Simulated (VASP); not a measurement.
# Os (P6_3/mmc) in VASP: settings compared

The runs below take Os through relaxation of cell and atoms, single point, with PBEsol, LDA, PBE.

Everything below comes from runs of VASP 6.6.1. Logs are shortened: lines on timing, memory, paths and dates and some standing lists are left out, and cuts for length are marked.

## Step 1: The cell of the first run

The structure is hexagonal, space group P6_3/mmc (No. 194). The conventional cell has a = 2.734 Å, b = 2.734 Å, c = 4.320 Å, α = 90.00°, β = 90.00°, γ = 120.00°. Within 3.5 Å of Os (site symmetry -6m2) lie 12 Os at 2.68 to 2.73 Å.

## Step 2: Relaxation of cell and atoms, PBEsol

The input, INCAR:

```
SYSTEM = Os
PREC     = Accurate       ! precision mode
ENCUT    = 600            ! plane-wave cutoff, eV
EDIFF    = 1E-6           ! SCF threshold, eV
ISMEAR   = -1             ! smearing method
SIGMA    = 0.05           ! smearing width, eV
LREAL    = .False.        ! projectors in reciprocal space
LASPH    = .True.         ! aspherical terms in the spheres
NELM     = 80             ! most SCF steps
ALGO     = Normal         ! electronic algorithm
ISIF     = 3              ! what is computed and relaxed
LWAVE    = .False.        ! write WAVECAR
LCHARG   = .False.        ! write CHGCAR
GGA      = PS             ! functional
IBRION   = 2              ! ionic algorithm
NSW      = 80             ! ionic steps
EDIFFG   = -0.005         ! ionic threshold
```

The input, KPOINTS:

```
Automatic mesh
0
Gamma
  11 11 6
  0 0 0
```

The input, POSCAR:

```
Os
1.0
    2.7341000000      0.0000000000      0.0000000000
   -1.3670500000      2.3678000565      0.0000000000
    0.0000000000      0.0000000000      4.3197000000
Os
2
Direct
    0.6666666667      0.3333333333      0.7500000000
    0.3333333333      0.6666666667      0.2500000000
```

Potentials or basis: VASP PAW PBE potentials, release 64 (Os).

Command:

```console
> cat potpaw_PBE.64/Os/POTCAR > POTCAR
> mpirun -np 1 vasp_std > vasp.out
```

OUTCAR:

```text
SYSTEM = Os
   PREC = Accurate
   ENCUT = 600
   EDIFF = 1E-6
   ISMEAR = -1
   LREAL = .False.
   LASPH = .True.
   NELM = 80
   ISIF = 3
   GGA = PS
   IBRION = 2
   NSW = 80
   EDIFFG = -0.005

 ion  position               nearest neighbor table
   1  0.667  0.333  0.750-   2 2.68   2 2.68   2 2.68   2 2.68   2 2.68   2 2.68
   2  0.333  0.667  0.250-   1 2.68   1 2.68   1 2.68   1 2.68   1 2.68   1 2.68

  LATTYP: Found a hexagonal cell.
 ALAT       =     2.7341000000
 C/A-ratio  =     1.5799348963

  Lattice vectors:

 A1 = (   2.7341000000,   0.0000000000,   0.0000000000)
 A2 = (  -1.3670500000,   2.3678000565,   0.0000000000)
 A3 = (   0.0000000000,   0.0000000000,   4.3197000000)

Analysis of symmetry for initial positions (statically):
=====================================================================
 Subroutine PRICEL returns:
 Original cell was already a primitive cell.

 Routine SETGRP: Setting up the symmetry group for a
 hexagonal supercell.

 Subroutine GETGRP returns: Found 24 space group operations
 (whereof 12 operations were pure point group operations)
 out of a pool of 24 trial point group operations.

The static configuration has the point symmetry D_3d.
 The point group associated with its full space group is D_6h.

Analysis of symmetry for dynamics (positions and initial velocities):
=====================================================================
 Subroutine PRICEL returns:
 Original cell was already a primitive cell.

 Routine SETGRP: Setting up the symmetry group for a
 hexagonal supercell.

 Subroutine GETGRP returns: Found 24 space group operations
 (whereof 12 operations were pure point group operations)
 out of a pool of 24 trial point group operations.

The dynamic configuration has the point symmetry D_3d.
 The point group associated with its full space group is D_6h.

 Subroutine INISYM returns: Found 24 space group operations
 (whereof 12 operations are pure point group operations),
 and found     1 'primitive' translations

----------------------------------------------------------------------------------------

                                     Primitive cell

  volume of cell :      27.9649

  direct lattice vectors                    reciprocal lattice vectors
     2.734100000  0.000000000  0.000000000     0.365751070  0.211166479  0.000000000
    -1.367050000  2.367800057  0.000000000     0.000000000  0.422332957  0.000000000
     0.000000000  0.000000000  4.319700000     0.000000000  0.000000000  0.231497558

  length of vectors
     2.734100000  2.734100000  4.319700000     0.422332957  0.422332957  0.231497558

  position of ions in fractional coordinates (direct lattice)
     0.666666667  0.333333333  0.750000000
     0.333333333  0.666666667  0.250000000

  ion indices of the primitive-cell ions
   primitive index   ion index
                 1           1
                 2           2

----------------------------------------------------------------------------------------

 KPOINTS: Automatic mesh

Automatic generation of k-mesh.
 Grid dimensions read from file:
 generate k-points for:   11   11    6

 Generating k-lattice:

  Cartesian coordinates                     Fractional coordinates (reciprocal lattice)
     0.033250097  0.019196953  0.000000000     0.090909091 -0.000000000  0.000000000
     0.000000000  0.038393905  0.000000000     0.000000000  0.090909091  0.000000000
     0.000000000  0.000000000  0.038582926     0.000000000  0.000000000  0.166666667

  Length of vectors
     0.038393905  0.038393905  0.038582926

  Shift w.r.t. Gamma in fractional coordinates (k-lattice)
     0.000000000  0.000000000  0.000000000

 Subroutine IBZKPT returns following result:
 ===========================================

 Found     64 irreducible k-points:

 Following reciprocal coordinates:
            Coordinates               Weight
  0.000000  0.000000  0.000000      1.000000
  0.090909  0.000000  0.000000      6.000000
  0.181818  0.000000  0.000000      6.000000
  0.272727 -0.000000  0.000000      6.000000
  0.363636 -0.000000  0.000000      6.000000
  0.454545  0.000000  0.000000      6.000000
[... 16 lines left out ...]
  0.090909  0.090909  0.166667     12.000000
  0.181818  0.090909  0.166667     24.000000
 [... further k-points ...]
   k-points           NKPTS =     64   k-points in BZ     NKDIM =     64   number of bands    NBANDS=     12
   number of dos      NEDOS =    301   number of ions     NIONS =      2
   total plane-waves  NPLWV =  20736
   dimension x,y,z NGX =    24 NGY =   24 NGZ =   36
   dimension x,y,z NGXF=    48 NGYF=   48 NGZF=   72
   ions per type =               2
   NGX,Y,Z   is equivalent  to a cutoff of  14.59, 14.59, 13.85 a.u.
   NGXF,Y,Z  is equivalent  to a cutoff of  29.19, 29.19, 27.71 a.u.
 SYSTEM =  Os
   PREC   = accura    normal or accurate (medium, high low for compatibility)
   ISTART =      0    job   : 0-new  1-cont  2-samecut
[... 62 lines left out ...]
  --------------------------------------------------------------------------------------
  -------------------------------------------------------------------------------------
  Total       -0.3626042     -0.3626042     -0.3758367      0.0000000      0.0000000      0.0000000
  in kB      -20.7744925    -20.7744925    -21.5326126      0.0000000      0.0000000      0.0000000
  external PRESSURE =     -21.0271992 kB  Pullay stress =       0.0000000 kB

 VOLUME and BASIS-vectors are now :
 -----------------------------------------------------------------------------
  energy-cutoff  :      600.00
  volume of cell :       27.96
      direct lattice vectors                 reciprocal lattice vectors
     2.734100000  0.000000000  0.000000000     0.365751070  0.211166479  0.000000000
    -1.367050000  2.367800057  0.000000000     0.000000000  0.422332957  0.000000000
     0.000000000  0.000000000  4.319700000     0.000000000  0.000000000  0.231497558
[... 37 lines left out ...]
 POSITION                                       TOTAL-FORCE (eV/Angst)
 -----------------------------------------------------------------------------------
      1.35509      0.78236      3.21040         0.000000      0.000000      0.000000
     -0.00000      1.56473      1.07013        -0.000000     -0.000000      0.000000
 -----------------------------------------------------------------------------------
    total drift:                               -0.000000      0.000000     -0.000000

  FREE ENERGIE OF THE ION-ELECTRON SYSTEM (eV)
  ---------------------------------------------------
  free  energy   TOTEN  =       -24.4578824787 eV

  energy  without entropy=      -24.4453299352  energy(sigma->0) =      -24.45160621

--------------------------------------- Ionic step        3  -------------------------------------------

 number of electron      16.0000001 magnetization

 Free energy of the ion-electron system (eV)
  ---------------------------------------------------
  ext. energy  EPLUGINS =         0.00000000
  ---------------------------------------------------
  free energy    TOTEN  =       -24.47664644 eV

  energy without entropy =      -24.46361026  energy(sigma->0) =      -24.47012835

 E-fermi :   9.3401     XC(G=0): -14.1828

 val. band max:        9.3190579061   @ k =   0.0909   0.0000   0.3333
 cond. band min:       9.3803637619   @ k =   0.0000   0.0000   0.0000
 fundamental gap:      0.0613058557
 Fermi energy:         9.3400749140

 k-point     1 :       0.0000    0.0000    0.0000
  band No.  band energies     occupation
      1      -1.6568      2.00000
      2       1.5123      2.00000
      3       6.2983      2.00000
      4       6.2983      2.00000
      5       6.5519      2.00000
      6       7.1520      2.00000
      7       7.1520      2.00000
      8       7.8094      2.00000
      9       7.8094      2.00000
     10       9.3804      0.61758
     11      11.0944      0.00000
     12      11.0944      0.00000

 k-point     2 :       0.0909    0.0000    0.0000
  band No.  band energies     occupation
      1      -1.3223      2.00000
      2       1.8069      2.00000
      3       5.7389      2.00000
      4       6.5954      2.00000
      5       6.9160      2.00000
      6       7.0732      2.00000
      7       7.3253      2.00000
      8       7.4292      2.00000
      9       7.5764      2.00000
     10       8.3257      2.00000
     11      11.2552      0.00000
     12      12.7227      0.00000
[... 316 lines left out ...]
 k-point    24 :       0.1818    0.0909    0.1667
  band No.  band energies     occupation
      1       0.6636      2.00000
      2       3.1346      2.00000
      3       4.5562      2.00000
      4       4.7812      2.00000
      5       6.0490      2.00000
      6       6.6731      2.00000
      7       7.2560      2.00000
      8       8.2169      2.00000
      9       8.8337      1.99992
     10       9.2183      1.83885
     11      11.5413      0.00000
     12      14.9634      0.00000

 [... further k-points ...]

------------------------ aborting loop because EDIFF is reached ----------------------------------------

  FORCE on cell =-STRESS in cart. coord.  units (eV):
  Direction    XX          YY          ZZ          XY          YZ          ZX
  --------------------------------------------------------------------------------------
  -------------------------------------------------------------------------------------
  Total       -0.0078735     -0.0078735      0.0097414      0.0000000     -0.0000000      0.0000000
  in kB       -0.4532488     -0.4532488      0.5607784      0.0000000     -0.0000000      0.0000000
  external PRESSURE =      -0.1152397 kB  Pullay stress =       0.0000000 kB

 VOLUME and BASIS-vectors are now :
 -----------------------------------------------------------------------------
  energy-cutoff  :      600.00
  volume of cell :       27.83
      direct lattice vectors                 reciprocal lattice vectors
     2.729805043  0.000000000  0.000000000     0.366326527  0.211498719  0.000000000
    -1.364902522  2.364080515 -0.000000000    -0.000000000  0.422997438  0.000000000
     0.000000000  0.000000000  4.312666617    -0.000000000  0.000000000  0.231875099

 POSITION                                       TOTAL-FORCE (eV/Angst)
 -----------------------------------------------------------------------------------
      1.36490      0.78803      3.23450        -0.000000      0.000000      0.000000
     -0.00000      1.57605      1.07817         0.000000      0.000000      0.000000
 -----------------------------------------------------------------------------------
    total drift:                               -0.000000      0.000000     -0.000000

  FREE ENERGIE OF THE ION-ELECTRON SYSTEM (eV)
  ---------------------------------------------------
  free  energy   TOTEN  =       -24.4766464417 eV

  energy  without entropy=      -24.4636102582  energy(sigma->0) =      -24.47012835

 reached required accuracy - stopping structural energy minimisation
```

Wall time 27 s (1 thread of Intel Xeon Platinum 8488C (Sapphire Rapids), shared host); peak memory 0.17 GiB.

What came out:

* Free energy: -24.4766 eV
* Relaxed volume: 13.92 Å³/atom
* Relaxed cell: a = 2.730 Å, b = 2.730 Å, c = 4.313 Å, α = 90.00°, β = 90.00°, γ = 120.00°
* Space group after relaxing (to 0.05 Å): P6_3/mmc (No. 194)
* Energy gained by relaxing: 0.4 meV/atom
* Ionic steps: 3
* Pressure after relaxing: 0.0 GPa
* Band gap on the k mesh: zero (band 8 reaches 11.51 eV, above the bottom of band 9 at 7.58 eV)

The path:
```csv
step,energy change (eV),largest force (eV/Å),pressure (GPa),volume (Å³)
1,0.0000,0.0000,-2.10,27.96
2,0.0179,0.0000,10.21,27.23
3,-0.0009,0.0000,-0.01,27.83
```

Final structure:
```xyz
2
Lattice="2.7298 0.0000 0.0000 -1.3649 2.3641 0.0000 0.0000 0.0000 4.3127" Properties=species:S:1:pos:R:3 pbc="T T T"
Os    1.3649    0.7880    3.2345
Os    0.0000    1.5761    1.0782
```

Caveat: the PAW data sets were made with another functional, which shifts forces and pressure a little; spin-orbit coupling is left out, which moves the levels of the heavy elements.

## Step 3: Single point, LDA

The input, INCAR:

```
PREC = Accurate
ENCUT = 520
EDIFF = 1E-7
ISMEAR = -1
SIGMA = 0.05
LREAL = False
LASPH = True
NELM = 80
ALGO = Fast
ISIF = 2
LWAVE = False
LCHARG = False
NBANDS = 15
```

The input, KPOINTS:

```
Automatic mesh
0
Gamma
  6 6 4
```

POSCAR is that of step 2.

Potentials or basis: VASP PAW LDA potentials, release 64 (Os).

Command:

```console
> cat potpaw_LDA.64/Os/POTCAR > POTCAR
> mpirun -np 1 vasp_std > vasp.out
```

Run time: 12 s. Hardware: 1 thread of Intel Xeon Platinum 8375C at 2.90GHz (Ice Lake), shared host; peak memory 0.12 GiB.

The run converged. Its results:

```
Free energy            : -25.2172 eV
Pressure               : -7.2 GPa
Band gap on the k mesh : zero (band 8 reaches 11.40 eV, above the bottom of band 9 at 7.81 eV)
```

Stress tensor (GPa, compression positive):
```
 -4.76   0.00   0.00
  0.00  -4.76   0.00
  0.00   0.00 -12.03
```

Levels at points of the mesh, in eV from the Fermi level:
```
           k point  band 5  band 6  band 7  band 8  band 9  band 10  band 11  band 12
(0.00, 0.00, 0.00)   -3.15   -2.56   -2.56   -1.90   -1.90    -0.17     1.35     1.35
(0.50, 0.00, 0.00)   -3.16   -2.88   -2.22    1.68    2.24     2.38     4.09     5.41
(0.00, 0.00, 0.50)   -3.59   -3.59   -3.59   -3.59    0.55     0.55     0.55     0.55
(0.50, 0.00, 0.50)   -1.54   -1.54   -0.42   -0.42    2.02     2.02     3.00     3.00
```

Caveat: the k points lie up to 0.44 Å⁻¹ apart; spin-orbit coupling is left out, which moves the levels of the heavy elements.

## Step 4: Single point, PBE

The input, INCAR:

```
ALGO = Normal ; EDIFF = 1E-7
ENCUT = 520 ; GGA = PE
ISIF = 2 ; ISMEAR = -1
LASPH = True ; LCHARG = False
LREAL = False ; LWAVE = False
NBANDS = 15 ; NELM = 60
PREC = Accurate ; SIGMA = 0.05
```

The input, KPOINTS:

```
k-points
0
Gamma
  6 6 4
```

POSCAR is that of step 3.

Potentials or basis: VASP PAW PBE potentials, release 64 (Os).

Command:

```console
> cat potpaw_PBE.64/Os/POTCAR > POTCAR
> mpirun -np 1 vasp_std > vasp.out
```

Run time: 13 s. Hardware: 1 thread of Intel Xeon Platinum 8375C at 2.90GHz (Ice Lake), shared host; peak memory 0.13 GiB.

It converged, with:

| Quantity | Value |
| --- | --- |
| Free energy | -22.4106 eV |
| Pressure | 9.5 GPa |
| Band gap on the k mesh | zero (band 8 reaches 11.50 eV, above the bottom of band 9 at 7.90 eV) |

Stress tensor (GPa, compression positive):
```
11.57  0.00  0.00
 0.00 11.57  0.00
 0.00  0.00  5.31
```

Levels at points of the mesh, in eV from the Fermi level:
```csv
k point,band 6,band 7,band 8,band 9,band 10,band 11
"(0.00, 0.00, 0.00)",-2.56,-2.56,-1.90,-1.90,-0.30,1.35
"(0.50, 0.00, 0.00)",-2.91,-2.22,1.69,2.25,2.38,4.08
"(0.00, 0.00, 0.50)",-3.59,-3.59,-3.59,0.55,0.55,0.55
"(0.50, 0.00, 0.50)",-1.55,-0.49,-0.49,2.03,2.03,2.97
```

Caveat: the k points lie up to 0.44 Å⁻¹ apart; spin-orbit coupling is left out, which moves the levels of the heavy elements.

## Step 5: Single point, PBEsol

The input, INCAR:

```
SYSTEM = Os
  PREC = Accurate
  ENCUT = 520
  EDIFF = 1E-6
  ISMEAR = -1
  SIGMA = 0.05
  LREAL = .False.
  LASPH = .True.
  NELM = 100
  ALGO = Normal
  ISIF = 2
  LWAVE = .False.
  LCHARG = .False.
  GGA = PS
  NBANDS = 15
```

The input, KPOINTS:

```
regular mesh
0
Gamma
  6 6 4
  0 0 0
```

POSCAR is that of step 4.

Command:

```console
> cat potpaw_PBE.64/Os/POTCAR > POTCAR
> mpirun -np 1 vasp_std > vasp.out
```

Run time: 11 s. Hardware: 1 thread of Intel Xeon Platinum 8375C at 2.90GHz (Ice Lake), shared host; peak memory 0.13 GiB.

It converged, with:

- Free energy: -24.4128 eV
- Pressure: -1.6 GPa
- Band gap on the k mesh: zero (band 8 reaches 11.34 eV, above the bottom of band 9 at 7.74 eV)

Stress tensor (GPa, compression positive):
```
 0.64  0.00  0.00
 0.00  0.64  0.00
 0.00  0.00 -6.12
```

Levels at points of the mesh, in eV from the Fermi level:
| k point | band 5 | band 6 | band 7 | band 8 | band 9 | band 10 | band 11 | band 12 |
| --- | --- | --- | --- | --- | --- | --- | --- | --- |
| (0.00, 0.00, 0.00) | -3.16 | -2.57 | -2.57 | -1.90 | -1.90 | -0.33 | 1.36 | 1.36 |
| (0.50, 0.00, 0.00) | -3.27 | -2.92 | -2.23 | 1.70 | 2.26 | 2.39 | 4.07 | 5.36 |
| (0.00, 0.00, 0.50) | -3.61 | -3.61 | -3.61 | -3.61 | 0.56 | 0.56 | 0.56 | 0.56 |
| (0.50, 0.00, 0.50) | -1.55 | -1.55 | -0.51 | -0.51 | 2.04 | 2.04 | 2.96 | 2.96 |

Caveat: the k points lie up to 0.44 Å⁻¹ apart; the PAW data sets were made with another functional, which shifts forces and pressure a little; spin-orbit coupling is left out, which moves the levels of the heavy elements.

## Step 6: Summary

| task | level | potentials or basis | cell | k mesh | cutoff (eV) | gap on the mesh (eV) | pressure (GPa) |
| --- | --- | --- | --- | --- | --- | --- | --- |
| relaxation of cell and atoms | PBEsol | VASP PAW PBE potentials, release 64 (Os) | relaxed | 11 × 11 × 6 | 600 | none | 0.0 |
| single point | LDA | VASP PAW LDA potentials, release 64 (Os) | as given | 6 × 6 × 4 | 520 | none | -7.2 |
| single point | PBE | VASP PAW PBE potentials, release 64 (Os) | as given | 6 × 6 × 4 | 520 | none | 9.5 |
| single point | PBEsol | VASP PAW PBE potentials, release 64 (Os) | as given | 6 × 6 × 4 | 520 | none | -1.6 |

Alike in all rows: no spin polarisation; smearing fermi-dirac 0.05 eV.

Caveats: some runs use coarse meshes; spin-orbit coupling is left out, which moves the levels of the heavy elements; the PAW data sets were made with another functional, which shifts forces and pressure a little (some runs).

Absolute energies hang on the potentials; compare differences alone.
